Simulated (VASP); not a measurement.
# B (P6/mmm) in VASP: notebook

Runs on B. Level: r2SCAN. Tasks: single point.

Program: VASP 6.6.1. These are calculated values, not measurements. Logs are shortened: lines on timing, memory, paths and dates and some standing lists are left out, and cuts for length are marked.

## Step 1: The cell of the first run

It takes space group P6/mmm (No. 191, hexagonal). Conventional cell: a = 1.725 Å, b = 1.725 Å, c = 3.540 Å, α = 90.00°, β = 90.00°, γ = 120.00°. Within 2.3 Å of B (site symmetry 6/mmm) lie 6 B at 1.73 Å.

## Step 2: Single point, r2SCAN

The input, POSCAR:

```
B
1.0
    1.7251326944      0.0000000000      0.0000000000
   -0.8625663472      1.4940087296      0.0000000000
    0.0000000000      0.0000000000      3.5403832291
B
1
Direct
    0.0000000000      0.0000000000      0.0000000000
```

The input, INCAR.step1:

```
SYSTEM = B
PREC = Accurate ; ENCUT = 520
ISMEAR = -1 ; SIGMA = 0.15
LREAL = .FALSE. ; LASPH = .TRUE.
NELM = 80 ; NBANDS = 8
GGA = PE ; ALGO = Normal
EDIFF = 1E-4 ; LWAVE = .TRUE.
LCHARG = .FALSE.
```

The input, INCAR.step2:

```
SYSTEM = B
PREC = Accurate ; ENCUT = 520
EDIFF = 1E-6 ; ISMEAR = -1
SIGMA = 0.15 ; LREAL = .FALSE.
LASPH = .TRUE. ; NELM = 80
ALGO = Normal ; ISIF = 2
LWAVE = .FALSE. ; LCHARG = .TRUE.
METAGGA = R2SCAN ; LMIXTAU = .TRUE.
LELF = .TRUE. ; LVHAR = .TRUE.
NBANDS = 8 ; ISTART = 1
```

The input, KPOINTS:

```
Automatic mesh
0
G
  23 23 10
  0 0 0
```

Potentials or basis: VASP PAW PBE potentials, release 64 (B).

Launch:

```
$ cat potpaw_PBE.64/B/POTCAR > POTCAR
$ cp INCAR.step1 INCAR
$ mpirun -np 1 vasp_std > vasp.out
$ cp INCAR.step2 INCAR
$ mpirun -np 1 vasp_std > vasp.out
```

OUTCAR:

```text
SYSTEM = B
   PREC = Accurate
   ENCUT = 520
   EDIFF = 1E-6
   ISMEAR = -1
   LREAL = .FALSE.
   LASPH = .TRUE.
   NELM = 80
   ISIF = 2
   METAGGA = R2SCAN
   ISTART = 1

 ion  position               nearest neighbor table
   1  0.000  0.000  0.000-

  LATTYP: Found a hexagonal cell.
 ALAT       =     1.7251326944
 C/A-ratio  =     2.0522382079

  Lattice vectors:

 A1 = (   1.7251326944,   0.0000000000,   0.0000000000)
 A2 = (  -0.8625663472,   1.4940087296,   0.0000000000)
 A3 = (   0.0000000000,   0.0000000000,   3.5403832291)

Analysis of symmetry for initial positions (statically):
=====================================================================
 Subroutine PRICEL returns:
 Original cell was already a primitive cell.

 Routine SETGRP: Setting up the symmetry group for a
 hexagonal supercell.

 Subroutine GETGRP returns: Found 24 space group operations
 (whereof 24 operations were pure point group operations)
 out of a pool of 24 trial point group operations.

The static configuration has the point symmetry D_6h.

Analysis of symmetry for dynamics (positions and initial velocities):
=====================================================================
 Subroutine PRICEL returns:
 Original cell was already a primitive cell.

 Routine SETGRP: Setting up the symmetry group for a
 hexagonal supercell.

 Subroutine GETGRP returns: Found 24 space group operations
 (whereof 24 operations were pure point group operations)
 out of a pool of 24 trial point group operations.

The dynamic configuration has the point symmetry D_6h.

 Subroutine INISYM returns: Found 24 space group operations
 (whereof 24 operations are pure point group operations),
 and found     1 'primitive' translations

----------------------------------------------------------------------------------------

                                     Primitive cell

  volume of cell :       9.1249

  direct lattice vectors                    reciprocal lattice vectors
     1.725132694  0.000000000  0.000000000     0.579665555  0.334670066  0.000000000
    -0.862566347  1.494008730  0.000000000     0.000000000  0.669340132  0.000000000
     0.000000000  0.000000000  3.540383229     0.000000000  0.000000000  0.282455298

  length of vectors
     1.725132694  1.725132687  3.540383229     0.669340129  0.669340132  0.282455298

  position of ions in fractional coordinates (direct lattice)
     0.000000000  0.000000000  0.000000000

  ion indices of the primitive-cell ions
   primitive index   ion index
                 1           1

----------------------------------------------------------------------------------------

 KPOINTS: Automatic mesh

Automatic generation of k-mesh.
 Grid dimensions read from file:
 generate k-points for:   23   23   10

 Generating k-lattice:

  Cartesian coordinates                     Fractional coordinates (reciprocal lattice)
     0.025202850  0.014550872  0.000000000     0.043478261  0.000000000  0.000000000
     0.000000000  0.029101745  0.000000000     0.000000000  0.043478261  0.000000000
     0.000000000  0.000000000  0.028245530     0.000000000  0.000000000  0.100000000

  Length of vectors
     0.029101745  0.029101745  0.028245530

  Shift w.r.t. Gamma in fractional coordinates (k-lattice)
     0.000000000  0.000000000  0.000000000

 Subroutine IBZKPT returns following result:
 ===========================================

 Found    336 irreducible k-points:

 Following reciprocal coordinates:
            Coordinates               Weight
  0.000000  0.000000  0.000000      1.000000
  0.043478  0.000000  0.000000      6.000000
  0.086957  0.000000  0.000000      6.000000
  0.130435  0.000000  0.000000      6.000000
  0.173913  0.000000  0.000000      6.000000
  0.217391  0.000000  0.000000      6.000000
[... 16 lines left out ...]
  0.478261  0.043478  0.000000      6.000000
  0.086957  0.086957  0.000000      6.000000
 [... further k-points ...]
   k-points           NKPTS =    336   k-points in BZ     NKDIM =    336   number of bands    NBANDS=      8
   number of dos      NEDOS =    301   number of ions     NIONS =      1
   total plane-waves  NPLWV =   5488
   dimension x,y,z NGX =    14 NGY =   14 NGZ =   28
   dimension x,y,z NGXF=    28 NGYF=   28 NGZF=   56
   ions per type =               1
   NGX,Y,Z   is equivalent  to a cutoff of  13.49, 13.49, 13.15 a.u.
   NGXF,Y,Z  is equivalent  to a cutoff of  26.98, 26.98, 26.30 a.u.
 SYSTEM =  B
   PREC   = accura    normal or accurate (medium, high low for compatibility)
   ISTART =      1    job   : 0-new  1-cont  2-samecut
   ICHARG =      0    charge: 1-file 2-atom 10-const
   ISPIN  =      1    spin polarized calculation?
   LNONCOLLINEAR =      F non collinear calculations
   LSORBIT =      F    spin-orbit coupling
   LASPH  =      T    aspherical Exc in radial PAW
   ENCUT  =  520.0 eV  38.22 Ry    6.18 a.u.   3.21  3.21  6.58*2*pi/ulx,y,z
   NELM   =     80;   NELMIN=  2; NELMDL=  0     # of ELM steps
   EDIFF  = 0.1E-05   stopping-criterion for ELM
   LREAL  =      F    real-space projection
   EDIFFG = 0.1E-04   stopping-criterion for IOM
   NSW    =      0    number of steps for IOM
   IBRION =     -1    ionic relax: 0-MD 1-quasi-New 2-CG
   NFREE  =      0    steps in history (QN), initial steepest desc. (CG)
   ISIF   =      2    stress and relaxation
   ISYM   =      2    0-nonsym 1-usesym 2-fastsym
   POTIM  = 0.5000    time-step for ionic-motion
   TEBEG  =    0.0;   TEEND  =   0.0 temperature during run
   PSTRESS=    0.0 pullay stress
   NELECT =       3.0000    total number of electrons
   NUPDOWN=      -1.0000    fix difference up-down
   EMIN   =  10.00;   EMAX   =-10.00  energy-range for DOS
   EFERMI =   0.00;   METHOD = LEGACY
   ISMEAR =    -1;   SIGMA  =   0.15  broadening in eV -4-tet -1-fermi 0-gaus
   EFERMI_NEDOS =   21; number of points for ismear=-14 and -15
   IALGO  =     38    algorithm
   IMIX   =      4    mixing-type and parameters
     AMIX     =   0.40;   BMIX     =  1.00
     AMIX_MAG =   1.60;   BMIX_MAG =  1.00
  volume/ion in A,a.u.               =       9.12        61.58
  Fermi-wavevector in a.u.,A,eV,Ry     =   1.129900  2.135201 17.370199  1.276674
  Thomas-Fermi vector in A             =   2.266595
   LORBIT       =      0    0 simple, 1 ext, 2 COOP (PROOUT), +10 PAW based schemes
   METAGGA = R2SCAN    functional components
   LHFCALC =     F    Hartree Fock is set to
   AEXX    =    0.0000 exact exchange contribution
   IVDW    =     0    specifies the selected vdW correction
   LEPSILON=     F    determine dielectric tensor
   LRPA    =     F    only Hartree local field effects (RPA)
 non-spin polarized calculation
  energy-cutoff  :      520.00
  volume of cell :        9.12
 maximum number of plane-waves:       271
 NGX is ok and might be reduce to    14
   NGX =  7   NGY =  7   NGZ = 13

 number of electron       3.0000000 magnetization

 Free energy of the ion-electron system (eV)
  ---------------------------------------------------
  ext. energy  EPLUGINS =         0.00000000
  ---------------------------------------------------
  free energy    TOTEN  =        -6.60213876 eV

  energy without entropy =       -6.58695059  energy(sigma->0) =       -6.59454468

 E-fermi :   5.5303     XC(G=0): -10.8788

 val. band max:        5.4472791667   @ k =   0.2174   0.1739   0.2000
 cond. band min:       5.5357638078   @ k =   0.3043   0.0870   0.3000
 fundamental gap:      0.0884846411
 Fermi energy:         5.5303060071

 k-point     1 :       0.0000    0.0000    0.0000
  band No.  band energies     occupation
      1     -12.7427      2.00000
      2      -1.3414      2.00000
      3       8.3568      0.00000
      4      31.1867      0.00000
      5      31.1867      0.00000
      6      34.7898      0.00000
      7      40.9080      0.00000
      8      52.3426      0.00000

 k-point     2 :       0.0435    0.0000    0.0000
  band No.  band energies     occupation
      1     -12.6495      2.00000
      2      -1.2127      2.00000
      3       8.4642      0.00000
      4      30.7093      0.00000
      5      30.8879      0.00000
      6      34.8766      0.00000
      7      41.1716      0.00000
      8      50.1470      0.00000

 k-point     3 :       0.0870    0.0000    0.0000
  band No.  band energies     occupation
      1     -12.3703      2.00000
      2      -0.8270      2.00000
      3       8.7851      0.00000
      4      29.3534      0.00000
      5      30.0801      0.00000
      6      35.1244      0.00000
      7      41.7868      0.00000
      8      47.4656      0.00000

 k-point     4 :       0.1304    0.0000    0.0000
  band No.  band energies     occupation
      1     -11.9067      2.00000
      2      -0.1859      2.00000
      3       9.3138      0.00000
      4      27.2897      0.00000
      5      28.9572      0.00000
      6      35.4855      0.00000
      7      42.1804      0.00000
      8      46.0426      0.00000

 k-point     5 :       0.1739    0.0000    0.0000
  band No.  band energies     occupation
      1     -11.2617      2.00000
      2       0.7083      2.00000
      3      10.0353      0.00000
      4      24.7439      0.00000
      5      27.7049      0.00000
      6      35.8290      0.00000
      7      41.7814      0.00000
      8      46.3808      0.00000
[... 177 lines left out ...]
 k-point    22 :       0.4348    0.0435    0.0000
  band No.  band energies     occupation
      1      -4.0545      2.00000
      2       6.7576      0.00056
      3      11.4597      0.00000
      4      21.1661      0.00000
      5      21.7033      0.00000
      6      22.8593      0.00000
      7      28.3164      0.00000
      8      41.3887      0.00000

 k-point    23 :       0.4783    0.0435    0.0000
  band No.  band energies     occupation
      1      -3.6332      2.00000
      2       6.1678      0.02813
      3      12.2899      0.00000
      4      20.6459      0.00000
      5      21.3801      0.00000
      6      24.1989      0.00000
      7      26.3605      0.00000
      8      41.4154      0.00000

 k-point    24 :       0.0870    0.0870    0.0000
  band No.  band energies     occupation
      1     -11.6291      2.00000
      2       0.1979      2.00000
      3       9.6299      0.00000
      4      27.0935      0.00000
      5      27.2015      0.00000
      6      35.6712      0.00000
      7      43.2660      0.00000
      8      45.0683      0.00000

 [... further k-points ...]

------------------------ aborting loop because EDIFF is reached ----------------------------------------

  FORCE on cell =-STRESS in cart. coord.  units (eV):
  Direction    XX          YY          ZZ          XY          YZ          ZX
  --------------------------------------------------------------------------------------
  -------------------------------------------------------------------------------------
  Total       -0.5418004     -0.5418004      0.0827540      0.0000000      0.0000000      0.0000000
  in kB      -95.1314241    -95.1314230     14.5302652      0.0000000      0.0000000      0.0000000
  external PRESSURE =     -58.5775273 kB  Pullay stress =       0.0000000 kB

 VOLUME and BASIS-vectors are now :
 -----------------------------------------------------------------------------
  energy-cutoff  :      520.00
  volume of cell :        9.12
      direct lattice vectors                 reciprocal lattice vectors
     1.725132694  0.000000000  0.000000000     0.579665555  0.334670066  0.000000000
    -0.862566347  1.494008730  0.000000000     0.000000000  0.669340132  0.000000000
     0.000000000  0.000000000  3.540383229     0.000000000  0.000000000  0.282455298

 POSITION                                       TOTAL-FORCE (eV/Angst)
 -----------------------------------------------------------------------------------
      0.00000      0.00000      0.00000         0.000000      0.000000      0.000000
 -----------------------------------------------------------------------------------
    total drift:                                0.000000     -0.000000     -0.000000

  FREE ENERGIE OF THE ION-ELECTRON SYSTEM (eV)
  ---------------------------------------------------
  free  energy   TOTEN  =        -6.6021387640 eV

  energy  without entropy=       -6.5869505869  energy(sigma->0) =       -6.59454468
```

Wall time 2.2 min (1 thread of Intel Xeon 8259CL, shared host); peak memory 0.13 GiB.

What came out:

- Free energy: -6.6021 eV
- Pressure: -5.9 GPa

Stress tensor (GPa, compression positive):
```
-9.51  0.00  0.00
 0.00 -9.51  0.00
 0.00  0.00  1.45
```

Levels at points of the mesh, in eV from the Fermi level:
| k point | band 1 | band 2 | band 3 | band 4 | band 5 | band 6 |
| --- | --- | --- | --- | --- | --- | --- |
| (0.00, 0.00, 0.00) | -18.27 | -6.87 | 2.83 | 25.66 | 25.66 | 29.26 |
| (0.00, 0.00, 0.50) | -17.87 | -9.14 | 10.58 | 15.31 | 25.67 | 25.67 |

Caveat: the PAW data sets were made with another functional, which shifts forces and pressure a little.

(Continued in part 2 of 2.)
